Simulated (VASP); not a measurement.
# KMgF3 (Pm-3m) in VASP: notebook

Runs on KMgF3. Level: PBE. Tasks: single point, relaxation of cell and atoms.

Program: VASP 6.6.1. These are calculated values, not measurements. Logs are shortened: lines on timing, memory, paths and dates and some standing lists are left out, and cuts for length are marked.

**1. The cell of the first run**

It takes space group Pm-3m (No. 221, cubic). Conventional cell: a = 4.016 Å, b = 4.016 Å, c = 4.016 Å, α = 90.00°, β = 90.00°, γ = 90.00°. Within 3.7 Å of K (site symmetry m-3m) lie 12 F at 2.84 Å and 8 Mg at 3.48 Å. Mg (site symmetry m-3m) has 6 F at 2.01 Å within 2.7 Å. Within 2.7 Å of F (site symmetry 4/mmm) lie 2 Mg at 2.01 Å.

**2. Single point, PBE**

File INCAR:

```
SYSTEM = KMgF3
PREC = Accurate ; ENCUT = 600
EDIFF = 1E-6 ; ISMEAR = 0
SIGMA = 0.01 ; LREAL = .FALSE.
LASPH = .TRUE. ; NELM = 120
ALGO = Normal ; ISIF = 2
LWAVE = .FALSE. ; LCHARG = .FALSE.
GGA = PE ; NBANDS = 24
GGA_COMPAT = .FALSE.
```

File KPOINTS:

```
Automatic mesh
0
G
  3 3 3
  0 0 0
```

File POSCAR:

```
KMgF3
1.0
    4.0163580978      0.0000000000      0.0000000000
    0.0000000000      4.0163580978      0.0000000000
    0.0000000000      0.0000000000      4.0163580978
K Mg F
1 1 3
Direct
    0.5000000000      0.5000000000      0.5000000000
    0.0000000000      0.0000000000      0.0000000000
    0.5000000000      0.0000000000      0.0000000000
    0.0000000000      0.0000000000      0.5000000000
    0.0000000000      0.5000000000      0.0000000000
```

Potentials or basis: VASP PAW PBE potentials, release 64 (K_sv, Mg, F).

Run with:

```sh
> cat potpaw_PBE.64/K_sv/POTCAR potpaw_PBE.64/Mg/POTCAR potpaw_PBE.64/F/POTCAR > POTCAR
> mpirun -np 1 vasp_std > vasp.out
```

OUTCAR:

```text
SYSTEM = KMgF3
   PREC = Accurate
   ENCUT = 600
   EDIFF = 1E-6
   ISMEAR = 0
   LREAL = .FALSE.
   LASPH = .TRUE.
   NELM = 120
   ISIF = 2
   GGA = PE

 ion  position               nearest neighbor table
   1  0.500  0.500  0.500-   3 2.84   4 2.84   5 2.84   3 2.84   5 2.84   3 2.84   4 2.84   3 2.84
                             4 2.84   5 2.84   5 2.84   4 2.84   2 3.48   2 3.48   2 3.48   2 3.48
   2  0.000  0.000  0.000-   3 2.01   4 2.01   5 2.01   4 2.01   5 2.01   3 2.01   1 3.48   1 3.48
                             1 3.48   1 3.48   1 3.48   1 3.48   1 3.48   1 3.48
   3  0.500  0.000  0.000-   2 2.01   2 2.01   1 2.84   1 2.84   1 2.84   1 2.84
   4  0.000  0.000  0.500-   2 2.01   2 2.01   1 2.84   1 2.84   1 2.84   1 2.84
   5  0.000  0.500  0.000-   2 2.01   2 2.01   1 2.84   1 2.84   1 2.84   1 2.84

  LATTYP: Found a simple cubic cell.
 ALAT       =     4.0163580978

  Lattice vectors:

 A1 = (   4.0163580978,   0.0000000000,   0.0000000000)
 A2 = (   0.0000000000,   4.0163580978,   0.0000000000)
 A3 = (   0.0000000000,   0.0000000000,   4.0163580978)

Analysis of symmetry for initial positions (statically):
=====================================================================
 Subroutine PRICEL returns:
 Original cell was already a primitive cell.

 Routine SETGRP: Setting up the symmetry group for a
 simple cubic supercell.

 Subroutine GETGRP returns: Found 48 space group operations
 (whereof 48 operations were pure point group operations)
 out of a pool of 48 trial point group operations.

The static configuration has the point symmetry O_h .

Analysis of symmetry for dynamics (positions and initial velocities):
=====================================================================
 Subroutine PRICEL returns:
 Original cell was already a primitive cell.

 Routine SETGRP: Setting up the symmetry group for a
 simple cubic supercell.

 Subroutine GETGRP returns: Found 48 space group operations
 (whereof 48 operations were pure point group operations)
 out of a pool of 48 trial point group operations.

The dynamic configuration has the point symmetry O_h .

 Subroutine INISYM returns: Found 48 space group operations
 (whereof 48 operations are pure point group operations),
 and found     1 'primitive' translations

----------------------------------------------------------------------------------------

                                     Primitive cell

  volume of cell :      64.7884
[... 74 lines left out ...]
   EDIFF  = 0.1E-05   stopping-criterion for ELM
   LREAL  =      F    real-space projection
   EDIFFG = 0.1E-04   stopping-criterion for IOM
   NSW    =      0    number of steps for IOM
   IBRION =     -1    ionic relax: 0-MD 1-quasi-New 2-CG
   NFREE  =      0    steps in history (QN), initial steepest desc. (CG)
   ISIF   =      2    stress and relaxation
   ISYM   =      2    0-nonsym 1-usesym 2-fastsym
   POTIM  = 0.5000    time-step for ionic-motion
   TEBEG  =    0.0;   TEEND  =   0.0 temperature during run
   PSTRESS=    0.0 pullay stress
   NELECT =      32.0000    total number of electrons
   NUPDOWN=      -1.0000    fix difference up-down
   EMIN   =  10.00;   EMAX   =-10.00  energy-range for DOS
   EFERMI =   0.00;   METHOD = LEGACY
   ISMEAR =     0;   SIGMA  =   0.01  broadening in eV -4-tet -1-fermi 0-gaus
   EFERMI_NEDOS =   21; number of points for ismear=-14 and -15
   IALGO  =     38    algorithm
   IMIX   =      4    mixing-type and parameters
     AMIX     =   0.40;   BMIX     =  1.00
     AMIX_MAG =   1.60;   BMIX_MAG =  1.00
  volume/ion in A,a.u.               =      12.96        87.44
  Fermi-wavevector in a.u.,A,eV,Ry     =   1.294074  2.445445 22.784686  1.674627
  Thomas-Fermi vector in A             =   2.425680
   LORBIT       =      0    0 simple, 1 ext, 2 COOP (PROOUT), +10 PAW based schemes
   GGA     = PE    functional components
   LHFCALC =     F    Hartree Fock is set to
   AEXX    =    0.0000 exact exchange contribution
   IVDW    =     0    specifies the selected vdW correction
   LEPSILON=     F    determine dielectric tensor
   LRPA    =     F    only Hartree local field effects (RPA)
 non-spin polarized calculation
 Gauss-broadening in eV      SIGMA  =   0.01
  energy-cutoff  :      600.00
  volume of cell :       64.79
 maximum number of plane-waves:      2175
   NGX = 17   NGY = 17   NGZ = 17

 number of electron      32.0000031 magnetization

 Free energy of the ion-electron system (eV)
  ---------------------------------------------------
  ext. energy  EPLUGINS =         0.00000000
  ---------------------------------------------------
  free energy    TOTEN  =       -24.44667910 eV

  energy without entropy =      -24.44667910  energy(sigma->0) =      -24.44667910

 E-fermi :  -1.8200     XC(G=0):  -9.5711

 val. band max:       -1.8744925126   @ k =   0.3333   0.3333   0.3333
 cond. band min:       5.4175267159   @ k =   0.0000   0.0000   0.0000
 fundamental gap:      7.2920192285
 Fermi energy:        -1.8199693492

 k-point     1 :       0.0000    0.0000    0.0000
  band No.  band energies     occupation
      1     -27.4159      2.00000
      2     -21.7773      2.00000
      3     -21.1525      2.00000
      4     -21.1525      2.00000
      5     -10.9054      2.00000
      6     -10.9054      2.00000
[... 97 lines left out ...]
     23      12.9763      0.00000
     24      13.7621      0.00000

------------------------ aborting loop because EDIFF is reached ----------------------------------------

  FORCE on cell =-STRESS in cart. coord.  units (eV):
  Direction    XX          YY          ZZ          XY          YZ          ZX
  --------------------------------------------------------------------------------------
  -------------------------------------------------------------------------------------
  Total        0.5867994      0.5867994      0.5867994     -0.0000000      0.0000000     -0.0000000
  in kB       14.5111866     14.5111866     14.5111866     -0.0000000      0.0000000     -0.0000000
  external PRESSURE =      14.5111866 kB  Pullay stress =       0.0000000 kB

 VOLUME and BASIS-vectors are now :
 -----------------------------------------------------------------------------
  energy-cutoff  :      600.00
  volume of cell :       64.79
      direct lattice vectors                 reciprocal lattice vectors
     4.016358098  0.000000000  0.000000000     0.248981783  0.000000000  0.000000000
     0.000000000  4.016358098  0.000000000     0.000000000  0.248981783  0.000000000
     0.000000000  0.000000000  4.016358098     0.000000000  0.000000000  0.248981783

 POSITION                                       TOTAL-FORCE (eV/Angst)
 -----------------------------------------------------------------------------------
      2.00818      2.00818      2.00818         0.000000      0.000000      0.000000
      0.00000      0.00000      0.00000         0.000000      0.000000      0.000000
      2.00818      0.00000      0.00000         0.000000      0.000000      0.000000
      0.00000      0.00000      2.00818         0.000000      0.000000      0.000000
      0.00000      2.00818      0.00000         0.000000      0.000000      0.000000
 -----------------------------------------------------------------------------------
    total drift:                                0.000000      0.000000     -0.000000

  FREE ENERGIE OF THE ION-ELECTRON SYSTEM (eV)
  ---------------------------------------------------
  free  energy   TOTEN  =       -24.4466790971 eV

  energy  without entropy=      -24.4466790971  energy(sigma->0) =      -24.44667910
```

Wall time 14 s (1 thread of Intel Xeon Platinum 8488C (Sapphire Rapids), shared host); peak memory 0.18 GiB.

Results:

- Free energy: -24.4467 eV
- Pressure: 1.5 GPa
- Band gap on the k mesh: 7.29 eV, indirect (least direct gap 7.46 eV)

Caveat: the k points lie up to 0.52 Å⁻¹ apart. A hybrid or GW would open this gap; PBE tends to underestimate it.

**3. Single point, PBE**

This run uses another cell than the first one, of 12.49 Å³/atom, 0.964 times its volume.

File INCAR:

```
ALGO = Normal ; EDIFF = 1E-6
ENCUT = 600 ; GGA = PE
GGA_COMPAT = F ; ISIF = 2
ISMEAR = 0 ; LASPH = T
LCHARG = T ; LELF = T
LREAL = F ; LVHAR = T
LWAVE = F ; NBANDS = 24
NELM = 120 ; PREC = Accurate
SIGMA = 0.01
```

File KPOINTS:

```
k-points
0
Gamma
  3 3 3
```

Edit POSCAR of step 2 so:

```diff
@@ -2,5 +2,5 @@
 1.0
-    4.0163580978      0.0000000000      0.0000000000
-    0.0000000000      4.0163580978      0.0000000000
-    0.0000000000      0.0000000000      4.0163580978
+    3.9675612737      0.0000000000      0.0000000000
+    0.0000000000      3.9675612737      0.0000000000
+    0.0000000000      0.0000000000      3.9675612737
 K Mg F
```

Potentials or basis: VASP PAW PBE potentials, release 64 (K_sv, Mg, F).

Run with:

```sh
> cat potpaw_PBE.64/K_sv/POTCAR potpaw_PBE.64/Mg/POTCAR potpaw_PBE.64/F/POTCAR > POTCAR
> mpirun -np 1 vasp_std > vasp.out
```

Wall time 9.1 s (1 thread of Intel Xeon Platinum 8488C (Sapphire Rapids), shared host); peak memory 0.17 GiB.

It converged, with:

```yaml
Free_energy: -24.3986 eV
Pressure: 4.4 GPa
Band_gap_on_the_k_mesh: 7.58 eV, indirect (least direct gap 7.73 eV)
```

Levels at points of the mesh, in eV from the valence-band top:
| k point | band 13 | band 14 | band 15 | band 16 | band 17 | band 18 | band 19 | band 20 |
| --- | --- | --- | --- | --- | --- | --- | --- | --- |
| (0.00, 0.00, 0.00) | -0.47 | -0.16 | -0.16 | -0.16 | 7.58 | 10.27 | 10.27 | 12.44 |

Caveat: the k points lie up to 0.53 Å⁻¹ apart. A k mesh can miss the band edges.

(Part 1 of 3 ends here.)
